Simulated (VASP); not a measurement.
Set up this calculation in VASP 6.6.1, as the native input.

| Item | Value |
| --- | --- |
| Task | single point |
| Functional | PBE |
| Potentials or basis | VASP PAW PBE potentials, release 64 (K_sv, F) |
| Cutoff | 520 eV |
| k mesh | 4 × 4 × 4 |
| Occupations | gaussian, width 0.01 eV |
| Spin | no spin polarisation |
| Dipole correction | no |
| Further INCAR settings | ALGO = Normal; EDIFF = 1e-07; NBANDS = 15 |

The structure of KF lies in POSCAR:

```
KF
1.0
    3.1788706666      0.0000000000      0.0000000000
    0.0000000000      3.1788706666      0.0000000000
    0.0000000000      0.0000000000      3.1788706666
K F
1 1
Direct
    0.0000000000      0.0000000000      0.0000000000
    0.5000000000      0.5000000000      0.5000000000
```

One way to write it, as run:

INCAR

```
  PREC = Accurate
  ENCUT = 520
  EDIFF = 1E-7
  ISMEAR = 0
  SIGMA = 0.01
  LREAL = F
  LASPH = T
  NELM = 60
  ALGO = Normal
  ISIF = 2
  LWAVE = F
  LCHARG = F
  GGA = PE
  NBANDS = 15
```

KPOINTS

```
regular mesh
0
Gamma
  4 4 4
```

Potentials or basis: VASP PAW PBE potentials, release 64 (K_sv, F).

Run with:

```console
$ cat potpaw_PBE.64/K_sv/POTCAR potpaw_PBE.64/F/POTCAR > POTCAR
$ mpirun -np 1 vasp_std > vasp.out
```

It gave:

The pressure is 3.0 GPa. The band gap on the k mesh is 6.80 eV, indirect (least direct gap 6.83 eV).

Caveat: the k points lie up to 0.49 Å⁻¹ apart.

Wall time 3.8 s on 1 thread of AMD EPYC 9R45 96-Core Processor (Zen 5), with other jobs on the host, peak memory 0.1 GiB.
